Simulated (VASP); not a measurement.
The system is NaI.

```
I Na
1.0
     0.00000    3.25783    3.25783
     3.25783    0.00000    3.25783
     3.25783    3.25783    0.00000
I Na
1 1
Cartesian
  3.2578 3.2578 3.2578
  0.0000 0.0000 0.0000
```

Program: VASP 6.6.1. Alike in all runs: task single point; no spin polarisation; cell as given; cutoff (eV) 520; smearing fermi-dirac 0.05 eV.

Question: Order these runs on this cell by their band gap on the k mesh, lowest first.
A. level r2SCAN; potentials or basis VASP PAW PBE potentials, release 64 (I, Na_pv); k mesh 7 × 7 × 7
B. level PBEsol; potentials or basis VASP PAW PBE potentials, release 64 (I, Na_pv); k mesh 7 × 7 × 7
C. level PBE0; potentials or basis VASP PAW PBE potentials, release 64 (I, Na_pv); k mesh 4 × 4 × 4; grid for exact exchange (PRECFOCK) Normal
D. level LDA; potentials or basis VASP PAW LDA potentials, release 64 (I, Na_pv); k mesh 7 × 7 × 7

Answer: D (3.29 eV), B (3.46 eV), A (4.38 eV), C (5.30 eV).

Caveats: spin-orbit coupling is left out, which moves the levels of the heavy elements.
